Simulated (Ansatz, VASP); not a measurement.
In2Sb in VASP and in Ansatz

```
In Sb
1.0
    10.16655    0.00000    0.00000
    -5.08327    8.80449    0.00000
     0.00000    0.00000   12.70379
In Sb
4 2
Cartesian
  5.0833 2.9348 3.1759
  0.0000 5.8697 9.5278
  0.0000 0.0000 6.3519
  0.0000 0.0000 0.0000
  5.0833 2.9348 9.5278
  0.0000 5.8697 3.1759
```

Alike in both runs: task single point; functional r2SCAN; k mesh 3 × 3 × 2; occupations gaussian, width 0.1 eV; no spin polarisation.

|  | VASP | Ansatz |
| --- | --- | --- |
| version | VASP 6.6.1 | Ansatz 0.2.0 |
| potentials or method | VASP PAW PBE potentials, release 64 (In_d, Sb), cutoff 520 eV | scalar-relativistic, plane waves, PAW |
| valence electrons in the cell | 62 | 82 |

|  | VASP | Ansatz | Ansatz less VASP |
| --- | --- | --- | --- |
| gap on the k mesh at the Fermi level (eV) | none | none | - |
| pressure (GPa) | -0.7 | -0.7 | +0.01 |
| traceless stress, the component that is largest in VASP (GPa) | 0.14 | 0.14 | 0.000 |

VASP's potentials were made for PBE, not for r2SCAN. A gap of «none» marks a metal or a gap that the smearing closes. VASP's potentials hold 62 valence electrons a cell and Ansatz's 82, so a difference there can come from the potentials and not from the codes.

Neither program's run includes spin-orbit coupling.
